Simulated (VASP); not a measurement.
# SrAg3 (Pm-3m) in VASP: notebook, part 2 of 2

VASP 6.6.1. The steps go on from the part before.

**4. Single point, PBE**

This run uses another cell than the first one, of 23.03 Å³/atom.

INCAR reads:

```
SYSTEM = SrAg3
  PREC = Accurate
  ENCUT = 520
  EDIFF = 1E-7
  ISMEAR = 0
  SIGMA = 0.05
  LREAL = .FALSE.
  LASPH = .TRUE.
  NELM = 60
  ALGO = Fast
  ISIF = 2
  LWAVE = .FALSE.
  LCHARG = .FALSE.
  GGA = PE
  NBANDS = 30
```

KPOINTS reads:

```
Automatic mesh
0
G
  8 8 8
  0 0 0
```

POSCAR reads:

```
SrAg3
1.0
    4.5163193468      0.0000000000      0.0000000000
    0.0000000000      4.5163193468      0.0000000000
    0.0000000000      0.0000000000      4.5163193468
Sr Ag
1 3
Direct
    0.0000000000      0.0000000000      0.0000000000
    0.0000000000      0.5000000000      0.5000000000
    0.5000000000      0.5000000000      0.0000000000
    0.5000000000      0.0000000000      0.5000000000
```

Potentials or basis: VASP PAW PBE potentials, release 64 (Sr_sv, Ag).

Launch:

```console
$ cat potpaw_PBE.64/Sr_sv/POTCAR potpaw_PBE.64/Ag/POTCAR > POTCAR
$ mpirun -np 1 vasp_std > vasp.out
```

OUTCAR:

```text
SYSTEM = SrAg3
   PREC = Accurate
   ENCUT = 520
   EDIFF = 1E-7
   ISMEAR = 0
   LREAL = .FALSE.
   LASPH = .TRUE.
   NELM = 60
   ISIF = 2
   GGA = PE

 ion  position               nearest neighbor table
   1  0.000  0.000  0.000-   2 3.19   3 3.19   4 3.19   2 3.19   4 3.19   2 3.19   3 3.19   2 3.19
                             3 3.19   4 3.19   4 3.19   3 3.19
   2  0.000  0.500  0.500-   1 3.19   3 3.19   4 3.19   1 3.19   3 3.19   1 3.19   4 3.19   1 3.19
                             3 3.19   4 3.19   3 3.19   4 3.19
   3  0.500  0.500  0.000-   1 3.19   2 3.19   4 3.19   2 3.19   4 3.19   1 3.19   4 3.19   4 3.19
                             1 3.19   2 3.19   2 3.19   1 3.19
   4  0.500  0.000  0.500-   1 3.19   2 3.19   3 3.19   1 3.19   3 3.19   2 3.19   3 3.19   3 3.19
                             1 3.19   2 3.19   1 3.19   2 3.19

  LATTYP: Found a simple cubic cell.
 ALAT       =     4.5163193468

  Lattice vectors:

 A1 = (   4.5163193468,   0.0000000000,   0.0000000000)
 A2 = (   0.0000000000,   4.5163193468,   0.0000000000)
 A3 = (   0.0000000000,   0.0000000000,   4.5163193468)

Analysis of symmetry for initial positions (statically):
=====================================================================
 Subroutine PRICEL returns:
 Original cell was already a primitive cell.

 Routine SETGRP: Setting up the symmetry group for a
 simple cubic supercell.

 Subroutine GETGRP returns: Found 48 space group operations
 (whereof 48 operations were pure point group operations)
 out of a pool of 48 trial point group operations.

The static configuration has the point symmetry O_h .

Analysis of symmetry for dynamics (positions and initial velocities):
=====================================================================
 Subroutine PRICEL returns:
 Original cell was already a primitive cell.

 Routine SETGRP: Setting up the symmetry group for a
 simple cubic supercell.

 Subroutine GETGRP returns: Found 48 space group operations
 (whereof 48 operations were pure point group operations)
 out of a pool of 48 trial point group operations.

[... 126 lines left out ...]
  Fermi-wavevector in a.u.,A,eV,Ry     =   1.269930  2.399819 21.942407  1.612721
  Thomas-Fermi vector in A             =   2.402944
   LORBIT       =      0    0 simple, 1 ext, 2 COOP (PROOUT), +10 PAW based schemes
   GGA     = PE    functional components
   LHFCALC =     F    Hartree Fock is set to
   AEXX    =    0.0000 exact exchange contribution
   IVDW    =     0    specifies the selected vdW correction
   LEPSILON=     F    determine dielectric tensor
   LRPA    =     F    only Hartree local field effects (RPA)
 non-spin polarized calculation
 RMM-DIIS sequential band-by-band and
 Gauss-broadening in eV      SIGMA  =   0.05
  energy-cutoff  :      520.00
  volume of cell :       92.12
 maximum number of plane-waves:      2517
 NGX is ok and might be reduce to    36
   NGX = 17   NGY = 17   NGZ = 17

 number of electron      42.9999998 magnetization

 Free energy of the ion-electron system (eV)
  ---------------------------------------------------
  ext. energy  EPLUGINS =         0.00000000
  ---------------------------------------------------
  free energy    TOTEN  =        -9.93052974 eV

  energy without entropy =       -9.92714512  energy(sigma->0) =       -9.92883743

 E-fermi :   5.6053     XC(G=0): -10.5319

 val. band max:        5.5831196907   @ k =   0.3750   0.2500   0.1250
 cond. band min:       5.6108132569   @ k =   0.3750   0.3750   0.3750
 fundamental gap:      0.0276935662
 Fermi energy:         5.6052650996

 k-point     1 :       0.0000    0.0000    0.0000
  band No.  band energies     occupation
      1     -29.7354      2.00000
      2     -11.8110      2.00000
      3     -11.8110      2.00000
      4     -11.8110      2.00000
      5      -0.5097      2.00000
      6       0.1438      2.00000
[... 781 lines left out ...]
     29      12.3990      0.00000
     30      13.2192      0.00000

 [... further k-points ...]

------------------------ aborting loop because EDIFF is reached ----------------------------------------

  FORCE on cell =-STRESS in cart. coord.  units (eV):
  Direction    XX          YY          ZZ          XY          YZ          ZX
  --------------------------------------------------------------------------------------
  -------------------------------------------------------------------------------------
  Total        1.0146679      1.0146679      1.0146679     -0.0000000     -0.0000000      0.0000000
  in kB       17.6473936     17.6473936     17.6473936     -0.0000000     -0.0000000      0.0000000
  external PRESSURE =      17.6473936 kB  Pullay stress =       0.0000000 kB

 VOLUME and BASIS-vectors are now :
 -----------------------------------------------------------------------------
  energy-cutoff  :      520.00
  volume of cell :       92.12
      direct lattice vectors                 reciprocal lattice vectors
     4.516319347  0.000000000  0.000000000     0.221419241  0.000000000  0.000000000
     0.000000000  4.516319347  0.000000000     0.000000000  0.221419241  0.000000000
     0.000000000  0.000000000  4.516319347     0.000000000  0.000000000  0.221419241

 POSITION                                       TOTAL-FORCE (eV/Angst)
 -----------------------------------------------------------------------------------
      0.00000      0.00000      0.00000         0.000000      0.000000      0.000000
      0.00000      2.25816      2.25816         0.000000      0.000000      0.000000
      2.25816      2.25816      0.00000         0.000000      0.000000      0.000000
      2.25816      0.00000      2.25816         0.000000      0.000000      0.000000
 -----------------------------------------------------------------------------------
    total drift:                                0.000000      0.000000      0.000000

  FREE ENERGIE OF THE ION-ELECTRON SYSTEM (eV)
  ---------------------------------------------------
  free  energy   TOTEN  =        -9.9305297397 eV

  energy  without entropy=       -9.9271451174  energy(sigma->0) =       -9.92883743
```

OSZICAR:

```text
N       E                     dE             d eps       ncg     rms          rms(c)
DAV:   1     0.268239294475E+03    0.26824E+03   -0.21575E+04  2100   0.137E+03
DAV:   2    -0.207768641145E+01   -0.27032E+03   -0.25834E+03  2268   0.306E+02
DAV:   3    -0.107826379076E+02   -0.87050E+01   -0.86160E+01  2722   0.534E+01
DAV:   4    -0.110559806896E+02   -0.27334E+00   -0.27283E+00  2920   0.679E+00
DAV:   5    -0.110586003159E+02   -0.26196E-02   -0.26194E-02  2502   0.699E-01    0.284E+01
RMM:   6    -0.996093797787E+01    0.10977E+01   -0.49107E+00  2148   0.124E+01    0.129E+01
RMM:   7    -0.993566120629E+01    0.25277E-01   -0.21463E-01  2322   0.272E+00    0.493E+00
RMM:   8    -0.993027896381E+01    0.53822E-02   -0.26785E-02  2518   0.872E-01    0.434E-01
RMM:   9    -0.993035705917E+01   -0.78095E-04   -0.48669E-03  2735   0.297E-01    0.226E-01
RMM:  10    -0.993048221032E+01   -0.12515E-03   -0.98606E-04  3013   0.113E-01    0.420E-02
RMM:  11    -0.993052015851E+01   -0.37948E-04   -0.24866E-04  2930   0.589E-02    0.318E-02
RMM:  12    -0.993052601631E+01   -0.58578E-05   -0.77853E-05  3127   0.329E-02    0.297E-03
RMM:  13    -0.993052883670E+01   -0.28204E-05   -0.22656E-05  3269   0.140E-02    0.207E-03
RMM:  14    -0.993052949857E+01   -0.66187E-06   -0.65942E-06  2933   0.702E-03    0.246E-03
RMM:  15    -0.993052973037E+01   -0.23180E-06   -0.21661E-06  2486   0.432E-03    0.651E-04
RMM:  16    -0.993052973969E+01   -0.93223E-08   -0.71832E-07  1948   0.246E-03
   1 F= -.99305297E+01 E0= -.99288374E+01  d E =-.338462E-02
```

It took 2.7 min on 1 thread of Intel Xeon 8259CL, shared host; peak memory 0.26 GiB.

Results:

```yaml
Free_energy: -9.9305 eV
Pressure: 1.8 GPa
Band_gap_on_the_k_mesh: zero (an odd number of electrons rules out a gap without spin polarisation)
```

**5. Overview**

```csv
cell,gap on the mesh (eV),pressure (GPa)
"a = 4.485 Å, 4 atoms",none,2.8
"a = 4.509 Å, 4 atoms",none,2.0
"a = 4.516 Å, 4 atoms",none,1.8
```

Alike in all rows: task single point; level PBE; potentials or basis VASP PAW PBE potentials, release 64 (Sr_sv, Ag); no spin polarisation; k mesh 8 × 8 × 8; cutoff (eV) 520; smearing gaussian 0.05 eV.

Absolute energies hang on the potentials; compare differences alone.
